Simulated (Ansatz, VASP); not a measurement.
Two plane-wave programs on W

```
W
1.0
    -1.58480    1.58480    1.58480
     1.58480   -1.58480    1.58480
     1.58480    1.58480   -1.58480
W
1
Direct
  0.00000 0.00000 0.00000
```

Alike in both runs: task single point; functional r2SCAN; k mesh 14 × 14 × 14; occupations gaussian, width 0.6 eV; no spin polarisation.

```csv
,VASP,Ansatz
version,VASP 6.6.1,Ansatz 0.2.0
potentials or method,"VASP PAW PBE potentials, release 64 (W_sv), cutoff 520 eV","plane waves (500 eV) with PAW, scalar-relativistic"
valence electrons in the cell,14,14
```

|  | VASP | Ansatz | Ansatz less VASP |
| --- | --- | --- | --- |
| pressure (GPa) | 1.1 | -0.1 | -1.23 |

VASP's potentials were made for PBE, not for r2SCAN.

Spin-orbit coupling is off throughout.
